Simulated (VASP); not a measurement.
# Rb3RhW (Pm-3m) in VASP: a series of runs

Rb3RhW is run at these levels: PBE; tasks: single point, relaxation of cell and atoms.

All numbers are computed with VASP 6.6.1; they aren't measurements. Logs are shortened: lines on timing, memory, paths and dates and some standing lists are left out, and cuts for length are marked.

## Step 1: The cell of the first run

It takes space group Pm-3m (No. 221, cubic). Conventional cell: a = 6.375 Å, b = 6.375 Å, c = 6.375 Å, α = 90.00°, β = 90.00°, γ = 90.00°. Rb (site symmetry 4/mmm) has 2 W at 3.19 Å within 4.2 Å. Within 4.2 Å of W (site symmetry m-3m) lie 6 Rb at 3.19 Å.

## Step 2: Single point, PBE

INCAR reads:

```
SYSTEM = Rb3RhW
PREC = Accurate
ENCUT = 520
EDIFF = 1E-6
ISMEAR = 0
SIGMA = 0.1
LREAL = .FALSE.
LASPH = .TRUE.
NELM = 100
ALGO = Normal
ISIF = 2
LWAVE = .FALSE.
LCHARG = .FALSE.
GGA = PE
NBANDS = 36
```

KPOINTS reads:

```
Automatic mesh
0
G
  4 4 4
  0 0 0
```

POSCAR reads:

```
Rb3RhW
1.0
    6.3747868902      0.0000000000      0.0000000000
    0.0000000000      6.3747868902      0.0000000000
    0.0000000000      0.0000000000      6.3747868902
Rb Rh W
3 1 1
Direct
    0.0000000000      0.5000000000      0.5000000000
    0.5000000000      0.0000000000      0.5000000000
    0.5000000000      0.5000000000      0.0000000000
    0.0000000000      0.0000000000      0.0000000000
    0.5000000000      0.5000000000      0.5000000000
```

Potentials or basis: VASP PAW PBE potentials, release 64 (Rb_sv, Rh_pv, W_sv).

Command:

```bash
$ cat potpaw_PBE.64/Rb_sv/POTCAR potpaw_PBE.64/Rh_pv/POTCAR potpaw_PBE.64/W_sv/POTCAR > POTCAR
$ mpirun -np 1 vasp_std > vasp.out
```

OUTCAR:

```text
SYSTEM = Rb3RhW
   PREC = Accurate
   ENCUT = 520
   EDIFF = 1E-6
   ISMEAR = 0
   LREAL = .FALSE.
   LASPH = .TRUE.
   NELM = 100
   ISIF = 2
   GGA = PE

 ion  position               nearest neighbor table
   1  0.000  0.500  0.500-   5 3.19   5 3.19   4 4.51   2 4.51   3 4.51   4 4.51   2 4.51   4 4.51
                             4 4.51   2 4.51   3 4.51   3 4.51   3 4.51   2 4.51
   2  0.500  0.000  0.500-   5 3.19   5 3.19   4 4.51   1 4.51   3 4.51   4 4.51   1 4.51   3 4.51
                             3 4.51   3 4.51   1 4.51   4 4.51   4 4.51   1 4.51
   3  0.500  0.500  0.000-   5 3.19   5 3.19   4 4.51   1 4.51   1 4.51   2 4.51   2 4.51   2 4.51
                             4 4.51   2 4.51   1 4.51   4 4.51   1 4.51   4 4.51
   4  0.000  0.000  0.000-   1 4.51   2 4.51   3 4.51   1 4.51   2 4.51   1 4.51   3 4.51   1 4.51
                             2 4.51   3 4.51   2 4.51   3 4.51
   5  0.500  0.500  0.500-   1 3.19   2 3.19   3 3.19   3 3.19   2 3.19   1 3.19

  LATTYP: Found a simple cubic cell.
 ALAT       =     6.3747868902

  Lattice vectors:

 A1 = (   6.3747868902,   0.0000000000,   0.0000000000)
 A2 = (   0.0000000000,   6.3747868902,   0.0000000000)
 A3 = (   0.0000000000,   0.0000000000,   6.3747868902)

Analysis of symmetry for initial positions (statically):
=====================================================================
 Subroutine PRICEL returns:
 Original cell was already a primitive cell.

 Routine SETGRP: Setting up the symmetry group for a
 simple cubic supercell.

 Subroutine GETGRP returns: Found 48 space group operations
 (whereof 48 operations were pure point group operations)
 out of a pool of 48 trial point group operations.

The static configuration has the point symmetry O_h .

Analysis of symmetry for dynamics (positions and initial velocities):
=====================================================================
 Subroutine PRICEL returns:
 Original cell was already a primitive cell.

 Routine SETGRP: Setting up the symmetry group for a
 simple cubic supercell.

 Subroutine GETGRP returns: Found 48 space group operations
 (whereof 48 operations were pure point group operations)
 out of a pool of 48 trial point group operations.

The dynamic configuration has the point symmetry O_h .

 Subroutine INISYM returns: Found 48 space group operations
 (whereof 48 operations are pure point group operations),
 and found     1 'primitive' translations

----------------------------------------------------------------------------------------

                                     Primitive cell

  volume of cell :     259.0580

  direct lattice vectors                    reciprocal lattice vectors
     6.374786890  0.000000000  0.000000000     0.156867989  0.000000000  0.000000000
     0.000000000  6.374786890  0.000000000     0.000000000  0.156867989  0.000000000
     0.000000000  0.000000000  6.374786890     0.000000000  0.000000000  0.156867989

  length of vectors
     6.374786890  6.374786890  6.374786890     0.156867989  0.156867989  0.156867989

  position of ions in fractional coordinates (direct lattice)
     0.000000000  0.500000000  0.500000000
     0.500000000  0.000000000  0.500000000
     0.500000000  0.500000000  0.000000000
     0.000000000  0.000000000  0.000000000
     0.500000000  0.500000000  0.500000000

  ion indices of the primitive-cell ions
   primitive index   ion index
                 1           1
                 2           2
                 3           3
                 4           4
                 5           5

----------------------------------------------------------------------------------------

 KPOINTS: Automatic mesh

Automatic generation of k-mesh.
 Grid dimensions read from file:
 generate k-points for:    4    4    4

 Generating k-lattice:

  Cartesian coordinates                     Fractional coordinates (reciprocal lattice)
     0.039216997  0.000000000  0.000000000     0.250000000  0.000000000  0.000000000
     0.000000000  0.039216997  0.000000000     0.000000000  0.250000000  0.000000000
     0.000000000  0.000000000  0.039216997     0.000000000  0.000000000  0.250000000

  Length of vectors
     0.039216997  0.039216997  0.039216997

  Shift w.r.t. Gamma in fractional coordinates (k-lattice)
     0.000000000  0.000000000  0.000000000

 Subroutine IBZKPT returns following result:
 ===========================================

 Found     10 irreducible k-points:

 Following reciprocal coordinates:
            Coordinates               Weight
  0.000000  0.000000  0.000000      1.000000
  0.250000  0.000000  0.000000      6.000000
  0.500000  0.000000  0.000000      3.000000
  0.250000  0.250000  0.000000     12.000000
  0.500000  0.250000  0.000000     12.000000
  0.500000  0.500000  0.000000      3.000000
  0.250000  0.250000  0.250000      8.000000
  0.500000  0.250000  0.250000     12.000000
  0.500000  0.500000  0.250000      6.000000
  0.500000  0.500000  0.500000      1.000000
   k-points           NKPTS =     10   k-points in BZ     NKDIM =     10   number of bands    NBANDS=     36
   number of dos      NEDOS =    301   number of ions     NIONS =      5
   total plane-waves  NPLWV = 110592
   dimension x,y,z NGX =    48 NGY =   48 NGZ =   48
   dimension x,y,z NGXF=    96 NGYF=   96 NGZF=   96
   ions per type =               3   1   1
   NGX,Y,Z   is equivalent  to a cutoff of  12.52, 12.52, 12.52 a.u.
   NGXF,Y,Z  is equivalent  to a cutoff of  25.04, 25.04, 25.04 a.u.
 SYSTEM =  Rb3RhW
   PREC   = accura    normal or accurate (medium, high low for compatibility)
   ISTART =      0    job   : 0-new  1-cont  2-samecut
   ICHARG =      2    charge: 1-file 2-atom 10-const
   ISPIN  =      1    spin polarized calculation?
   LNONCOLLINEAR =      F non collinear calculations
   LSORBIT =      F    spin-orbit coupling
   LASPH  =      T    aspherical Exc in radial PAW
   ENCUT  =  520.0 eV  38.22 Ry    6.18 a.u.  11.85 11.85 11.85*2*pi/ulx,y,z
   NELM   =    100;   NELMIN=  2; NELMDL= -5     # of ELM steps
   EDIFF  = 0.1E-05   stopping-criterion for ELM
   LREAL  =      F    real-space projection
   EDIFFG = 0.1E-04   stopping-criterion for IOM
   NSW    =      0    number of steps for IOM
   IBRION =     -1    ionic relax: 0-MD 1-quasi-New 2-CG
   NFREE  =      0    steps in history (QN), initial steepest desc. (CG)
   ISIF   =      2    stress and relaxation
   ISYM   =      2    0-nonsym 1-usesym 2-fastsym
   POTIM  = 0.5000    time-step for ionic-motion
   TEBEG  =    0.0;   TEEND  =   0.0 temperature during run
   PSTRESS=    0.0 pullay stress
   NELECT =      56.0000    total number of electrons
   NUPDOWN=      -1.0000    fix difference up-down
   EMIN   =  10.00;   EMAX   =-10.00  energy-range for DOS
   EFERMI =   0.00;   METHOD = LEGACY
   ISMEAR =     0;   SIGMA  =   0.10  broadening in eV -4-tet -1-fermi 0-gaus
   EFERMI_NEDOS =   21; number of points for ismear=-14 and -15
   IALGO  =     38    algorithm
   IMIX   =      4    mixing-type and parameters
     AMIX     =   0.40;   BMIX     =  1.00
     AMIX_MAG =   1.60;   BMIX_MAG =  1.00
  volume/ion in A,a.u.               =      51.81       349.64
  Fermi-wavevector in a.u.,A,eV,Ry     =   0.982513  1.856681 13.134148  0.965333
  Thomas-Fermi vector in A             =   2.113602
   LORBIT       =      0    0 simple, 1 ext, 2 COOP (PROOUT), +10 PAW based schemes
   GGA     = PE    functional components
   LHFCALC =     F    Hartree Fock is set to
   AEXX    =    0.0000 exact exchange contribution
   IVDW    =     0    specifies the selected vdW correction
   LEPSILON=     F    determine dielectric tensor
   LRPA    =     F    only Hartree local field effects (RPA)
 non-spin polarized calculation
 Gauss-broadening in eV      SIGMA  =   0.10
  energy-cutoff  :      520.00
  volume of cell :      259.06
 maximum number of plane-waves:      7012
 NGX is ok and might be reduce to    48
   NGX = 23   NGY = 23   NGZ = 23

 number of electron      55.9999985 magnetization

 Free energy of the ion-electron system (eV)
  ---------------------------------------------------
  ext. energy  EPLUGINS =         0.00000000
  ---------------------------------------------------
  free energy    TOTEN  =       -10.51173970 eV

  energy without entropy =      -10.32340041  energy(sigma->0) =      -10.41757006

 E-fermi :   0.3461     XC(G=0):  -6.9014

 val. band max:        0.3315675746   @ k =   0.2500   0.2500   0.0000
 cond. band min:       0.3617828834   @ k =   0.2500   0.2500   0.2500
 fundamental gap:      0.0302153088
 Fermi energy:         0.3461271023

 k-point     1 :       0.0000    0.0000    0.0000
  band No.  band energies     occupation
      1     -73.1409      2.00000
      2     -43.9120      2.00000
      3     -43.9120      2.00000
      4     -43.9120      2.00000
      5     -37.3774      2.00000
      6     -37.3774      2.00000
[... 28 lines left out ...]
     35       3.5385      0.00000
     36       3.5385      0.00000

 k-point     2 :       0.2500    0.0000    0.0000
  band No.  band energies     occupation
      1     -73.1409      2.00000
      2     -43.9120      2.00000
      3     -43.9120      2.00000
      4     -43.9120      2.00000
      5     -37.3775      2.00000
      6     -37.3774      2.00000
[... 28 lines left out ...]
     35       3.7900      0.00000
     36       3.8112      0.00000

 k-point     3 :       0.5000    0.0000    0.0000
  band No.  band energies     occupation
      1     -73.1409      2.00000
      2     -43.9120      2.00000
      3     -43.9120      2.00000
      4     -43.9120      2.00000
      5     -37.3777      2.00000
      6     -37.3774      2.00000
[... 28 lines left out ...]
     35       3.2552      0.00000
     36       3.6186      0.00000
[... 196 lines left out ...]
 k-point     9 :       0.5000    0.5000    0.2500
  band No.  band energies     occupation
      1     -73.1409      2.00000
      2     -43.9120      2.00000
      3     -43.9120      2.00000
      4     -43.9120      2.00000
      5     -37.3777      2.00000
      6     -37.3777      2.00000
[... 28 lines left out ...]
     35       3.0294      0.00000
     36       3.1687      0.00000

 k-point    10 :       0.5000    0.5000    0.5000
  band No.  band energies     occupation
      1     -73.1409      2.00000
      2     -43.9120      2.00000
      3     -43.9120      2.00000
      4     -43.9120      2.00000
      5     -37.3777      2.00000
      6     -37.3777      2.00000
[... 28 lines left out ...]
     35       2.8622      0.00000
     36       2.8622      0.00000

------------------------ aborting loop because EDIFF is reached ----------------------------------------

  FORCE on cell =-STRESS in cart. coord.  units (eV):
  Direction    XX          YY          ZZ          XY          YZ          ZX
  --------------------------------------------------------------------------------------
  -------------------------------------------------------------------------------------
  Total       -0.0566409     -0.0566409     -0.0566409      0.0000000     -0.0000000     -0.0000000
  in kB       -0.3503029     -0.3503029     -0.3503029      0.0000000     -0.0000000     -0.0000000
  external PRESSURE =      -0.3503029 kB  Pullay stress =       0.0000000 kB

 VOLUME and BASIS-vectors are now :
 -----------------------------------------------------------------------------
  energy-cutoff  :      520.00
  volume of cell :      259.06
      direct lattice vectors                 reciprocal lattice vectors
     6.374786890  0.000000000  0.000000000     0.156867989  0.000000000  0.000000000
     0.000000000  6.374786890  0.000000000     0.000000000  0.156867989  0.000000000
     0.000000000  0.000000000  6.374786890     0.000000000  0.000000000  0.156867989

 POSITION                                       TOTAL-FORCE (eV/Angst)
 -----------------------------------------------------------------------------------
      0.00000      3.18739      3.18739         0.000000      0.000000      0.000000
      3.18739      0.00000      3.18739         0.000000      0.000000      0.000000
      3.18739      3.18739      0.00000         0.000000      0.000000      0.000000
      0.00000      0.00000      0.00000         0.000000      0.000000      0.000000
      3.18739      3.18739      3.18739         0.000000      0.000000      0.000000
 -----------------------------------------------------------------------------------
    total drift:                                0.000000     -0.000000     -0.000000

  FREE ENERGIE OF THE ION-ELECTRON SYSTEM (eV)
  ---------------------------------------------------
  free  energy   TOTEN  =       -10.5117397041 eV

  energy  without entropy=      -10.3234004080  energy(sigma->0) =      -10.41757006
```

It took 1.7 min on 1 thread of Intel Xeon Platinum 8259CL at 2.50GHz (Skylake/Cascade Lake), shared host; peak memory 0.37 GiB.

Results:

| Property | Result |
| --- | --- |
| Free energy | -10.5117 eV |
| Pressure | 0.0 GPa |
| Band gap on the k mesh | zero (bands 28 and 29 overlap by 0.21 eV) |

Caveat: spin-orbit coupling is left out, which moves the levels of the heavy elements.

## Step 3: Relaxation of cell and atoms, PBE

This run uses another cell than the first one, of 28.81 Å³/atom.

INCAR reads:

```
ALGO = Normal ; EDIFF = 1E-6
EDIFFG = -0.04 ; ENCUT = 600
GGA = PE ; IBRION = 2
ISIF = 3 ; ISMEAR = 0
LASPH = T ; LCHARG = F
LREAL = F ; LWAVE = F
NELM = 60 ; NSW = 90
PREC = Accurate ; SIGMA = 0.1
```

KPOINTS reads:

```
k-points
0
Gamma
  4 4 4
```

POSCAR, as its differences from that of step 2:

```diff
@@ -2,5 +2,5 @@
 1.0
-    6.3747868902      0.0000000000      0.0000000000
-    0.0000000000      6.3747868902      0.0000000000
-    0.0000000000      0.0000000000      6.3747868902
+    5.2421490208      0.0000000000      0.0000000000
+    0.0000000000      5.2421490208      0.0000000000
+    0.0000000000      0.0000000000      5.2421490208
 Rb Rh W
```

Potentials or basis: VASP PAW PBE potentials, release 64 (Rb_sv, Rh_pv, W_sv).

Command:

```bash
$ cat potpaw_PBE.64/Rb_sv/POTCAR potpaw_PBE.64/Rh_pv/POTCAR potpaw_PBE.64/W_sv/POTCAR > POTCAR
$ mpirun -np 1 vasp_std > vasp.out
```

OUTCAR:

```text
EDIFF = 1E-6
   EDIFFG = -0.04
   ENCUT = 600
   GGA = PE
   IBRION = 2
   ISIF = 3
   ISMEAR = 0
   LASPH = T
   LREAL = F
   NELM = 60
   NSW = 90
   PREC = Accurate

 ion  position               nearest neighbor table
   1  0.000  0.500  0.500-   5 2.62   5 2.62   4 3.71   2 3.71   3 3.71   4 3.71   2 3.71   4 3.71
                             4 3.71   2 3.71   3 3.71   3 3.71   3 3.71   2 3.71
   2  0.500  0.000  0.500-   5 2.62   5 2.62   4 3.71   1 3.71   3 3.71   4 3.71   1 3.71   3 3.71
                             3 3.71   3 3.71   1 3.71   4 3.71   4 3.71   1 3.71
   3  0.500  0.500  0.000-   5 2.62   5 2.62   4 3.71   1 3.71   1 3.71   2 3.71   2 3.71   2 3.71
                             4 3.71   2 3.71   1 3.71   4 3.71   1 3.71   4 3.71
   4  0.000  0.000  0.000-   1 3.71   2 3.71   3 3.71   1 3.71   2 3.71   1 3.71   3 3.71   1 3.71
                             2 3.71   3 3.71   2 3.71   3 3.71
   5  0.500  0.500  0.500-   1 2.62   2 2.62   3 2.62   3 2.62   2 2.62   1 2.62

  LATTYP: Found a simple cubic cell.
 ALAT       =     5.2421490208

  Lattice vectors:
[... 168 lines left out ...]
  ext. energy  EPLUGINS =         0.00000000
  ---------------------------------------------------
  free energy    TOTEN  =        -8.58071632 eV

  energy without entropy =       -8.52496111  energy(sigma->0) =       -8.55283872

 E-fermi :   3.0253     XC(G=0):  -9.2687

 val. band max:        3.0094857666   @ k =   0.5000   0.5000   0.0000
 cond. band min:       3.0713397706   @ k =   0.5000   0.0000   0.0000
 fundamental gap:      0.0618540040
 Fermi energy:         3.0253073142
[... 880 lines left out ...]
--------------------------------------- Ionic step        5  -------------------------------------------

 number of electron      55.9999982 magnetization

 Free energy of the ion-electron system (eV)
  ---------------------------------------------------
  ext. energy  EPLUGINS =         0.00000000
  ---------------------------------------------------
  free energy    TOTEN  =       -10.44218812 eV

  energy without entropy =      -10.25262260  energy(sigma->0) =      -10.34740536

 E-fermi :   0.3494     XC(G=0):  -6.8958

 val. band max:        0.3321432893   @ k =   0.2500   0.2500   0.0000
 cond. band min:       0.3578359317   @ k =   0.2500   0.2500   0.2500
 fundamental gap:      0.0256926423
 Fermi energy:         0.3494389230
[... 390 lines left out ...]
  FREE ENERGIE OF THE ION-ELECTRON SYSTEM (eV)
  ---------------------------------------------------
  free  energy   TOTEN  =       -10.4421881218 eV

  energy  without entropy=      -10.2526226042  energy(sigma->0) =      -10.34740536

 reached required accuracy - stopping structural energy minimisation
```

OSZICAR:

```text
N       E                     dE             d eps       ncg     rms          rms(c)
DAV:   1     0.574714238883E+03    0.57471E+03   -0.32988E+04   740   0.180E+03
DAV:   2     0.252782474375E+02   -0.54944E+03   -0.54098E+03   804   0.450E+02
DAV:   3    -0.862808407224E+01   -0.33906E+02   -0.33216E+02  1108   0.102E+02
DAV:   4    -0.972502660362E+01   -0.10969E+01   -0.10762E+01   872   0.151E+01
[... 129 lines left out ...]
DAV:  17    -0.104427753794E+02   -0.35917E-03   -0.20578E-04   739   0.275E-02    0.490E-01
DAV:  18    -0.104422094216E+02    0.56596E-03   -0.80169E-04   828   0.399E-02    0.104E-01
DAV:  19    -0.104421932260E+02    0.16196E-04   -0.21446E-05   635   0.136E-02    0.493E-02
DAV:  20    -0.104421887878E+02    0.44382E-05   -0.59277E-06   501   0.463E-03    0.193E-02
DAV:  21    -0.104421881218E+02    0.66599E-06   -0.25445E-06   423   0.336E-03
   5 F= -.10442188E+02 E0= -.10347405E+02  d E =-.186147E+01
```

Wall time 7.6 min (1 thread of Intel Xeon Platinum 8259CL at 2.50GHz (Skylake/Cascade Lake), shared host); peak memory 0.3 GiB.

Results:

- Free energy: -10.4422 eV
- Relaxed volume: 51.90 Å³/atom
- Relaxed cell: a = 6.378 Å, b = 6.378 Å, c = 6.378 Å, α = 90.00°, β = 90.00°, γ = 90.00°
- Space group after relaxing (to 0.1 Å): Pm-3m (No. 221)
- Energy gained by relaxing: 372.3 meV/atom
- Ionic steps: 5
- Pressure after relaxing: 0.0 GPa
- Band gap on the k mesh: zero (bands 28 and 29 overlap by 0.13 eV)

Step by step:
```csv
step,energy change (eV),largest force (eV/Å),pressure (GPa),volume (Å³)
1,0.0000,0.0000,8.73,144.05
2,-1.2556,0.0000,3.53,179.32
3,-1.8042,0.0000,1.01,220.63
4,-1.6677,0.0000,-0.97,321.36
5,-1.8615,0.0000,-0.03,259.50
```

Final structure:
```
Rb Rh W
1.0
     6.37843    0.00000    0.00000
     0.00000    6.37843    0.00000
     0.00000    0.00000    6.37843
Rb Rh W
3 1 1
Cartesian
  0.0000 3.1892 3.1892
  3.1892 0.0000 3.1892
  3.1892 3.1892 0.0000
  0.0000 0.0000 0.0000
  3.1892 3.1892 3.1892
```

Caveat: the volume moved by over 15 % at a fixed basis, so the end points are rough; spin-orbit coupling is left out, which moves the levels of the heavy elements.
